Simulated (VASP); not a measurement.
# LiH (zincblende type) in VASP: further runs

Runs on LiH (zincblende type). Level: PBE. Tasks: electric field gradients.

Everything below comes from runs of VASP 6.6.1. Logs are shortened: lines on timing, memory, paths and dates and some standing lists are left out, and cuts for length are marked.

### 1 The cell of the first run

It takes space group R3m (No. 160, trigonal). Conventional cell: a = 3.094 Å, b = 3.094 Å, c = 7.133 Å, α = 90.00°, β = 90.00°, γ = 120.00°. Li (site symmetry 3m) has 4 H at 1.78 to 1.88 Å within 2.4 Å. Within 2.4 Å of H (site symmetry 3m) lie 4 Li at 1.78 to 1.88 Å.

### 2 Electric field gradients, PBE (equal xy, yz and zx shear strains of -4 %)

INCAR

```
PREC = Accurate
ENCUT = 520
EDIFF = 1E-8
ISMEAR = -1
SIGMA = 0.05
LREAL = False
LASPH = True
NELM = 100
ALGO = Normal
ISIF = 2
LWAVE = False
LCHARG = False
GGA = PE
LEFG = True
NBANDS = 9
```

KPOINTS

```
regular mesh
0
Gamma
  13 13 13
```

POSCAR

```
LiH
1.0
   -0.0857940890      2.1019551797      2.1019551797
    2.1019551797     -0.0857940890      2.1019551797
    2.1019551797      2.1019551797     -0.0857940890
Li H
1 1
Direct
    0.0000000000      0.0000000000      0.0000000000
    0.2500000000      0.2500000000      0.2500000000
```

Potentials or basis: VASP PAW PBE potentials, release 64 (Li_sv, H).

Launch:

```sh
> cat potpaw_PBE.64/Li_sv/POTCAR potpaw_PBE.64/H/POTCAR > POTCAR
> mpirun -np 1 vasp_std > vasp.out
```

OUTCAR:

```text
PREC = Accurate
   ENCUT = 520
   EDIFF = 1E-8
   ISMEAR = -1
   LREAL = False
   LASPH = True
   NELM = 100
   ISIF = 2
   GGA = PE

 ion  position               nearest neighbor table
   1  0.000  0.000  0.000-
   2  0.250  0.250  0.250-

  LATTYP: Found a trigonal (rhomboedric) cell.
 ALAT       =     2.9738513380
 COS(alpha) =     0.4588014981

  Lattice vectors:

 A1 = (  -0.0857940890,   2.1019551797,   2.1019551797)
 A2 = (   2.1019551797,  -0.0857940890,   2.1019551797)
 A3 = (   2.1019551797,   2.1019551797,  -0.0857940890)

Analysis of symmetry for initial positions (statically):
=====================================================================
 Subroutine PRICEL returns:
 Original cell was already a primitive cell.

 Routine SETGRP: Setting up the symmetry group for a
 trigonal (rhombohedral) supercell.

 Subroutine GETGRP returns: Found  6 space group operations
 (whereof  6 operations were pure point group operations)
 out of a pool of 12 trial point group operations.

The static configuration has the point symmetry C_3v.

Analysis of symmetry for dynamics (positions and initial velocities):
=====================================================================
 Subroutine PRICEL returns:
 Original cell was already a primitive cell.

 Routine SETGRP: Setting up the symmetry group for a
 trigonal (rhombohedral) supercell.

 Subroutine GETGRP returns: Found  6 space group operations
 (whereof  6 operations were pure point group operations)
 out of a pool of 12 trial point group operations.

The dynamic configuration has the point symmetry C_3v.

 Subroutine INISYM returns: Found  6 space group operations
 (whereof  6 operations are pure point group operations),
 and found     1 'primitive' translations

----------------------------------------------------------------------------------------

                                     Primitive cell

  volume of cell :      19.7103

  direct lattice vectors                    reciprocal lattice vectors
    -0.085794089  2.101955180  2.101955180    -0.223784023  0.233306748  0.233306748
     2.101955180 -0.085794089  2.101955180     0.233306748 -0.223784023  0.233306748
     2.101955180  2.101955180 -0.085794089     0.233306748  0.233306748 -0.223784023

  length of vectors
     2.973851338  2.973851338  2.973851338     0.398677020  0.398677020  0.398677020

  position of ions in fractional coordinates (direct lattice)
     0.000000000  0.000000000  0.000000000
     0.250000000  0.250000000  0.250000000

  ion indices of the primitive-cell ions
   primitive index   ion index
                 1           1
                 2           2

----------------------------------------------------------------------------------------

 KPOINTS: regular mesh

Automatic generation of k-mesh.
 Grid dimensions read from file:
 generate k-points for:   13   13   13

 Generating k-lattice:

  Cartesian coordinates                     Fractional coordinates (reciprocal lattice)
    -0.017214156  0.017946673  0.017946673     0.076923077  0.000000000  0.000000000
     0.017946673 -0.017214156  0.017946673     0.000000000  0.076923077  0.000000000
     0.017946673  0.017946673 -0.017214156     0.000000000  0.000000000  0.076923077

  Length of vectors
     0.030667463  0.030667463  0.030667463

  Shift w.r.t. Gamma in fractional coordinates (k-lattice)
     0.000000000  0.000000000  0.000000000

 Subroutine IBZKPT returns following result:
 ===========================================

 Found    231 irreducible k-points:

 Following reciprocal coordinates:
            Coordinates               Weight
  0.000000  0.000000  0.000000      1.000000
  0.076923 -0.000000 -0.000000      6.000000
  0.153846  0.000000  0.000000      6.000000
  0.230769  0.000000  0.000000      6.000000
  0.307692  0.000000  0.000000      6.000000
  0.384615  0.000000 -0.000000      6.000000
[... 16 lines left out ...]
  0.384615  0.153846 -0.000000     12.000000
  0.461538  0.153846 -0.000000     12.000000
 [... further k-points ...]
   k-points           NKPTS =    231   k-points in BZ     NKDIM =    231   number of bands    NBANDS=      9
   number of dos      NEDOS =    301   number of ions     NIONS =      2
   total plane-waves  NPLWV =  13824
   dimension x,y,z NGX =    24 NGY =   24 NGZ =   24
   dimension x,y,z NGXF=    48 NGYF=   48 NGZF=   48
   ions per type =               1   1
   NGX,Y,Z   is equivalent  to a cutoff of  13.42, 13.42, 13.42 a.u.
   NGXF,Y,Z  is equivalent  to a cutoff of  26.83, 26.83, 26.83 a.u.
 SYSTEM =  unknown system
   PREC   = accura    normal or accurate (medium, high low for compatibility)
   ISTART =      0    job   : 0-new  1-cont  2-samecut
   ICHARG =      2    charge: 1-file 2-atom 10-const
   ISPIN  =      1    spin polarized calculation?
   LNONCOLLINEAR =      F non collinear calculations
   LSORBIT =      F    spin-orbit coupling
   LASPH  =      T    aspherical Exc in radial PAW
   ENCUT  =  520.0 eV  38.22 Ry    6.18 a.u.   5.53  5.53  5.53*2*pi/ulx,y,z
   NELM   =    100;   NELMIN=  2; NELMDL= -5     # of ELM steps
   EDIFF  = 0.1E-07   stopping-criterion for ELM
   LREAL  =      F    real-space projection
   EDIFFG = 0.1E-06   stopping-criterion for IOM
   NSW    =      0    number of steps for IOM
   IBRION =     -1    ionic relax: 0-MD 1-quasi-New 2-CG
   NFREE  =      0    steps in history (QN), initial steepest desc. (CG)
   ISIF   =      2    stress and relaxation
   ISYM   =      2    0-nonsym 1-usesym 2-fastsym
   POTIM  = 0.5000    time-step for ionic-motion
   TEBEG  =    0.0;   TEEND  =   0.0 temperature during run
   PSTRESS=    0.0 pullay stress
   NELECT =       4.0000    total number of electrons
   NUPDOWN=      -1.0000    fix difference up-down
   EMIN   =  10.00;   EMAX   =-10.00  energy-range for DOS
   EFERMI =   0.00;   METHOD = LEGACY
   ISMEAR =    -1;   SIGMA  =   0.05  broadening in eV -4-tet -1-fermi 0-gaus
   EFERMI_NEDOS =   21; number of points for ismear=-14 and -15
   IALGO  =     38    algorithm
   IMIX   =      4    mixing-type and parameters
     AMIX     =   0.40;   BMIX     =  1.00
     AMIX_MAG =   1.60;   BMIX_MAG =  1.00
  volume/ion in A,a.u.               =       9.86        66.51
  Fermi-wavevector in a.u.,A,eV,Ry     =   0.962048  1.818008 12.592697  0.925537
  Thomas-Fermi vector in A             =   2.091473
   LORBIT       =      0    0 simple, 1 ext, 2 COOP (PROOUT), +10 PAW based schemes
   GGA     = PE    functional components
   LHFCALC =     F    Hartree Fock is set to
   AEXX    =    0.0000 exact exchange contribution
   IVDW    =     0    specifies the selected vdW correction
   LEPSILON=     F    determine dielectric tensor
   LRPA    =     F    only Hartree local field effects (RPA)
 non-spin polarized calculation
  energy-cutoff  :      520.00
  volume of cell :       19.71
 maximum number of plane-waves:       542
 NGX is ok and might be reduce to    24
   NGX = 11   NGY = 11   NGZ = 11

 number of electron       3.9999997 magnetization

 Free energy of the ion-electron system (eV)
  ---------------------------------------------------
  ext. energy  EPLUGINS =         0.00000000
  ---------------------------------------------------
  free energy    TOTEN  =        -6.01918662 eV

  energy without entropy =       -6.01918662  energy(sigma->0) =       -6.01918662

 E-fermi :  -0.6355     XC(G=0):  -7.6966

 val. band max:       -1.6611055634   @ k =  -0.3077   0.4615   0.2308
 cond. band min:       2.5250931794   @ k =  -0.4615   0.0769  -0.0000
 fundamental gap:      4.1861987428
 Fermi energy:        -0.6354915977

 k-point     1 :       0.0000    0.0000    0.0000
  band No.  band energies     occupation
      1     -45.0037      2.00000
      2      -5.3467      2.00000
      3      11.2653      0.00000
      4      15.2298      0.00000
      5      15.2298      0.00000
      6      16.6737      0.00000
      7      17.6277      0.00000
      8      17.6277      0.00000
      9      19.3161      0.00000
[... 265 lines left out ...]
 k-point    24 :       0.4615    0.1538   -0.0000
  band No.  band energies     occupation
      1     -44.9812      2.00000
      2      -2.8648      2.00000
      3       3.3630      0.00000
      4      10.9845      0.00000
      5      12.0777      0.00000
      6      14.2974      0.00000
      7      18.5167      0.00000
      8      20.7508      0.00000
      9      22.5865      0.00000

 [... further k-points ...]

------------------------ aborting loop because EDIFF is reached ----------------------------------------

  FORCE on cell =-STRESS in cart. coord.  units (eV):
  Direction    XX          YY          ZZ          XY          YZ          ZX
  --------------------------------------------------------------------------------------
  -------------------------------------------------------------------------------------
  Total       -0.0046728     -0.0046728     -0.0046728      0.1912484      0.1912484      0.1912484
  in kB       -0.3798328     -0.3798328     -0.3798328     15.5458613     15.5458613     15.5458613
  external PRESSURE =      -0.3798328 kB  Pullay stress =       0.0000000 kB

 VOLUME and BASIS-vectors are now :
 -----------------------------------------------------------------------------
  energy-cutoff  :      520.00
  volume of cell :       19.71
      direct lattice vectors                 reciprocal lattice vectors
    -0.085794089  2.101955180  2.101955180    -0.223784023  0.233306748  0.233306748
     2.101955180 -0.085794089  2.101955180     0.233306748 -0.223784023  0.233306748
     2.101955180  2.101955180 -0.085794089     0.233306748  0.233306748 -0.223784023

 POSITION                                       TOTAL-FORCE (eV/Angst)
 -----------------------------------------------------------------------------------
      0.00000      0.00000      0.00000        -0.080715     -0.080715     -0.080715
      1.02953      1.02953      1.02953         0.080715      0.080715      0.080715
 -----------------------------------------------------------------------------------
    total drift:                                0.000027      0.000027      0.000027

  FREE ENERGIE OF THE ION-ELECTRON SYSTEM (eV)
  ---------------------------------------------------
  free  energy   TOTEN  =        -6.0191866191 eV

  energy  without entropy=       -6.0191866191  energy(sigma->0) =       -6.01918662

 Electric field gradients (V/A^2)
---------------------------------------------------------------------
 ion       V_xx      V_yy      V_zz      V_xy      V_xz      V_yz
---------------------------------------------------------------------
   1       0.000     0.000     0.000    -0.054    -0.054    -0.054
   2      -0.000    -0.000    -0.000     0.289     0.289     0.289
---------------------------------------------------------------------

 Electric field gradients after diagonalization (V/A^2)
 (convention: |V_zz| > |V_xx| > |V_yy|)
----------------------------------------------------------------------
 ion       V_xx      V_yy      V_zz     asymmetry (V_yy - V_xx)/ V_zz
----------------------------------------------------------------------
   1       0.054     0.054    -0.108       0.000
   2      -0.289    -0.289     0.579       0.000
----------------------------------------------------------------------

           NMR quadrupolar parameters

 Cq : quadrupolar parameter    Cq=e*Q*V_zz/h
 eta: asymmetry parameters     (V_yy - V_xx)/ V_zz
 Q  : nuclear electric quadrupole moment in mb (millibarn)
----------------------------------------------------------------------
 ion       Cq(MHz)       eta       Q (mb)
----------------------------------------------------------------------
   1      -0.000       0.000       1.000
   2       0.001       0.000       1.000
----------------------------------------------------------------------
```

Run time: 17 s. Hardware: 1 thread of Intel Xeon Platinum 8488C (Sapphire Rapids), shared host; peak memory 0.16 GiB.

Results:

| Item | Value |
| --- | --- |
| Free energy | -6.0192 eV |
| Largest force | 0.140 eV/Å |
| Band gap on the k mesh | 4.19 eV (least direct gap 5.25 eV) |
| Largest electric field gradient by atom | Li -0.1; H +0.6 V/Å² |

Forces in eV/Å, atoms in the order of the input:
```
Li  -0.081 -0.081 -0.081
H    0.081  0.081  0.081
```

Levels at points of the mesh, in eV from the valence-band top:
```csv
k point,band 1,band 2,band 3,band 4,band 5
"(0.00, 0.00, 0.00)",-43.34,-3.69,12.93,16.89,16.89
```

Electric field gradients, principal values (V/Å²):
| atom | least | middle | greatest (by size) |
| --- | --- | --- | --- |
| 1 Li | 0.054 | 0.054 | -0.108 |
| 2 H | -0.289 | -0.289 | 0.579 |

Caveat: the cell differs from its parent crystal (equal xy, yz and zx shear strains of -4 %); the cutoff is under 1.25 times the usual one of these potentials, so pressure, stress and relaxed cells hold a basis-set (Pulay) error; without QUAD_EFG the Cq values of the log hold for a quadrupole moment of 1 mb, not for the nuclei. A k mesh can miss the band edges.

### 3 Electric field gradients, PBE (equal xy, yz and zx shear strains of +3 %)

INCAR

```
SYSTEM = LiH
PREC     = Accurate       ! precision mode
ENCUT    = 520            ! plane-wave cutoff, eV
EDIFF    = 1E-8           ! SCF threshold, eV
ISMEAR   = -1             ! smearing method
SIGMA    = 0.05           ! smearing width, eV
LREAL    = .False.        ! projectors in reciprocal space
LASPH    = .True.         ! aspherical terms in the spheres
NELM     = 60             ! most SCF steps
ALGO     = Normal         ! electronic algorithm
ISIF     = 2              ! what is computed and relaxed
LWAVE    = .False.        ! write WAVECAR
LCHARG   = .False.        ! write CHGCAR
GGA      = PE             ! functional
LEFG     = .True.       
NBANDS   = 9              ! bands
```

KPOINTS

```
Automatic mesh
0
Gamma
  13 13 13
  0 0 0
```

POSCAR

```
LiH
1.0
    0.0643455667      2.1770250075      2.1770250075
    2.1770250075      0.0643455667      2.1770250075
    2.1770250075      2.1770250075      0.0643455667
Li H
1 1
Direct
    0.0000000000      0.0000000000      0.0000000000
    0.2500000000      0.2500000000      0.2500000000
```

Potentials or basis: VASP PAW PBE potentials, release 64 (Li_sv, H).

Launch:

```sh
> cat potpaw_PBE.64/Li_sv/POTCAR potpaw_PBE.64/H/POTCAR > POTCAR
> mpirun -np 1 vasp_std > vasp.out
```

OUTCAR:

```text
SYSTEM = LiH
   PREC = Accurate
   ENCUT = 520
   EDIFF = 1E-8
   ISMEAR = -1
   LREAL = .False.
   LASPH = .True.
   NELM = 60
   ISIF = 2
   GGA = PE

 ion  position               nearest neighbor table
   1  0.000  0.000  0.000-
   2  0.250  0.250  0.250-

  LATTYP: Found a trigonal (rhomboedric) cell.
 ALAT       =     3.0794506196
 COS(alpha) =     0.5293254421

  Lattice vectors:

 A1 = (   0.0643455667,   2.1770250075,   2.1770250075)
 A2 = (   2.1770250075,   0.0643455667,   2.1770250075)
 A3 = (   2.1770250075,   2.1770250075,   0.0643455667)

Analysis of symmetry for initial positions (statically):
=====================================================================
 Subroutine PRICEL returns:
 Original cell was already a primitive cell.

 Routine SETGRP: Setting up the symmetry group for a
[... 476 lines left out ...]
  energy-cutoff  :      520.00
  volume of cell :       19.72
      direct lattice vectors                 reciprocal lattice vectors
     0.064345567  2.177025008  2.177025008    -0.240112884  0.233219691  0.233219691
     2.177025008  0.064345567  2.177025008     0.233219691 -0.240112884  0.233219691
     2.177025008  2.177025008  0.064345567     0.233219691  0.233219691 -0.240112884

 POSITION                                       TOTAL-FORCE (eV/Angst)
 -----------------------------------------------------------------------------------
      0.00000      0.00000      0.00000         0.040782      0.040782      0.040782
      1.10460      1.10460      1.10460        -0.040782     -0.040782     -0.040782
 -----------------------------------------------------------------------------------
    total drift:                                0.000018      0.000018      0.000018

  FREE ENERGIE OF THE ION-ELECTRON SYSTEM (eV)
  ---------------------------------------------------
  free  energy   TOTEN  =        -6.0246423353 eV

  energy  without entropy=       -6.0246423353  energy(sigma->0) =       -6.02464234

 Electric field gradients (V/A^2)
---------------------------------------------------------------------
 ion       V_xx      V_yy      V_zz      V_xy      V_xz      V_yz
---------------------------------------------------------------------
   1      -0.000    -0.000     0.000     0.046     0.046     0.046
   2      -0.000     0.000    -0.000    -0.171    -0.171    -0.171
---------------------------------------------------------------------

 Electric field gradients after diagonalization (V/A^2)
 (convention: |V_zz| > |V_xx| > |V_yy|)
----------------------------------------------------------------------
 ion       V_xx      V_yy      V_zz     asymmetry (V_yy - V_xx)/ V_zz
----------------------------------------------------------------------
   1      -0.046    -0.046     0.093       0.000
   2       0.171     0.171    -0.342       0.000
----------------------------------------------------------------------

           NMR quadrupolar parameters

 Cq : quadrupolar parameter    Cq=e*Q*V_zz/h
 eta: asymmetry parameters     (V_yy - V_xx)/ V_zz
 Q  : nuclear electric quadrupole moment in mb (millibarn)
----------------------------------------------------------------------
 ion       Cq(MHz)       eta       Q (mb)
----------------------------------------------------------------------
   1       0.000       0.000       1.000
   2      -0.001       0.000       1.000
----------------------------------------------------------------------
```

Wall time 16 s (1 thread of Intel Xeon Platinum 8488C (Sapphire Rapids), shared host); peak memory 0.16 GiB.

What came out:

| Item | Value |
| --- | --- |
| Free energy | -6.0246 eV |
| Largest force | 0.071 eV/Å |
| Band gap on the k mesh | 4.05 eV (least direct gap 5.22 eV) |
| Largest electric field gradient by atom | Li +0.1; H -0.3 V/Å² |

Forces on the atoms (eV/Å):
```
Li   0.041  0.041  0.041
H   -0.041 -0.041 -0.041
```

Electric field gradients, principal values (V/Å²):
| atom | least | middle | greatest (by size) |
| --- | --- | --- | --- |
| 1 Li | -0.046 | -0.046 | 0.093 |
| 2 H | 0.171 | 0.171 | -0.342 |

Caveat: the cell differs from its parent crystal (equal xy, yz and zx shear strains of +3 %); the cutoff is under 1.25 times the usual one of these potentials, so pressure, stress and relaxed cells hold a basis-set (Pulay) error; without QUAD_EFG the Cq values of the log hold for a quadrupole moment of 1 mb, not for the nuclei. A k mesh can miss the band edges.

(Part 1 of 2 ends here.)
